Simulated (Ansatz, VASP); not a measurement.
## GaN in VASP and in Ansatz

The input POSCAR:

```
GaN
1.0
    3.1799996605      0.0000000000      0.0000000000
   -1.5899998303      2.7539604900      0.0000000000
    0.0000000000      0.0000000000      5.0110200000
Ga N
2 2
Direct
    0.3333333333      0.6666666667      0.0000000000
    0.6666666667      0.3333333333      0.5000000000
    0.3333333333      0.6666666667      0.3750000000
    0.6666666667      0.3333333333      0.8750000000
```

INCAR.step1

```
SYSTEM = GaN
PREC = Accurate
ENCUT = 520
ISMEAR = 0
SIGMA = 0.05
LREAL = .FALSE.
LASPH = .TRUE.
NELM = 60
NBANDS = 26
GGA = PE
ALGO = Normal
EDIFF = 1E-4
LWAVE = .TRUE.
LCHARG = .FALSE.
```

Contents of INCAR.step2:

```
SYSTEM = GaN
PREC = Accurate
ENCUT = 520
EDIFF = 1E-7
ISMEAR = 0
SIGMA = 0.05
LREAL = .FALSE.
LASPH = .TRUE.
NELM = 60
ALGO = Normal
ISIF = 2
LWAVE = .FALSE.
LCHARG = .FALSE.
METAGGA = R2SCAN
LMIXTAU = .TRUE.
NBANDS = 26
ISTART = 1
```

KPOINTS

```
regular mesh
0
G
  12 12 6
  0 0 0
```

Input for Ansatz:

```yaml
crystal:
  lattice:
    - [3.1799996605, 0.0, 0.0]
    - [-1.5899998303, 2.75396049, 0.0]
    - [0.0, 0.0, 5.01102]
  atoms:
    - { symbol: Ga, position: [0.3333333333, 0.6666666667, 0.0] }
    - { symbol: Ga, position: [0.6666666667, 0.3333333333, 0.5] }
    - { symbol: "N", position: [0.3333333333, 0.6666666667, 0.375] }
    - { symbol: "N", position: [0.6666666667, 0.3333333333, 0.875] }
basis:
  ecutwfc: 500
kpoints:
  mp_grid: { grid: [12, 12, 6] }
hamiltonian:
  xc: r2scan
scf:
  occupations: { method: gaussian, width: 0.05 }
output:
  forces: true
  stress: true
  eigenvalues: true
```

Change from the starting cell: strain +0.000 along x and y, -0.030 along z, atoms carried along.

Alike in both runs: task single point; functional r2SCAN; k mesh 12 × 12 × 6; occupations gaussian, width 0.05 eV; no spin polarisation.

|  | VASP | Ansatz |
| --- | --- | --- |
| version | VASP 6.6.1 | Ansatz 0.2.0 |
| potentials or method | VASP PAW PBE potentials, release 64 (Ga_d, N), cutoff 520 eV | scalar-relativistic, plane waves, PAW |
| valence electrons in the cell | 36 | 36 |

```tsv
	VASP	Ansatz	Ansatz less VASP
gap on the k mesh at the Fermi level (eV)	2.61	2.62	+0.010
least direct gap on the mesh (eV)	2.61	2.62	+0.010
pressure (GPa)	9.3	8.1	-1.25
traceless stress, the component that is largest in VASP (GPa)	11.08	11.02	-0.065
rms of the force components (eV/Å)	0.363	0.353	-0.0100
```

VASP's potentials were made for PBE, not for r2SCAN. Atom by atom the forces differ by 0.010 eV/Å (rms over components). With one functional, cell and mesh, what is left measures potentials, basis and numerics.
